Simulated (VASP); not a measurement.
A run of VASP 6.6.1:

File POSCAR:

```
Ti
1.0
    0.0000000000      1.8676000000      1.9488000000
    1.8676000000      0.0000000000      1.9488000000
    1.8676000000      1.8676000000      0.0000000000
Ti
1
Direct
    0.0000000000      0.0000000000      0.0000000000
```

File INCAR.step1:

```
ALGO = Normal
EDIFF = 1E-4
ENCUT = 520
GGA = PE
ISMEAR = 0
LASPH = True
LCHARG = False
LREAL = False
LWAVE = True
NBANDS = 12
NELM = 80
PREC = Accurate
SIGMA = 0.15
```

The input INCAR.step2:

```
ALGO = Normal
EDIFF = 1E-6
ENCUT = 520
ISIF = 2
ISMEAR = 0
ISTART = 1
LASPH = True
LCHARG = True
LELF = True
LMIXTAU = True
LREAL = False
LVHAR = True
LWAVE = False
METAGGA = R2SCAN
NBANDS = 12
NELM = 80
PREC = Accurate
SIGMA = 0.15
```

KPOINTS

```
k-points
0
Gamma
  20 20 20
```

Potentials or basis: VASP PAW PBE potentials, release 64 (Ti_sv).

Launch:

```console
$ cat potpaw_PBE.64/Ti_sv/POTCAR > POTCAR
$ cp INCAR.step1 INCAR
$ mpirun -np 1 vasp_std > vasp.out
$ cp INCAR.step2 INCAR
$ mpirun -np 1 vasp_std > vasp.out
```

Hardware: 1 thread of Intel(R) Xeon(R) Platinum 8375C CPU @ 2.90GHz (Ice Lake), on a shared host.

**Question.** How long does it take, and how much memory?

**Answer.** Wall time 4.1 min on 1 thread of Intel(R) Xeon(R) Platinum 8375C CPU @ 2.90GHz (Ice Lake), with other jobs on the host, peak memory 0.21 GiB. Counts: k points 641.
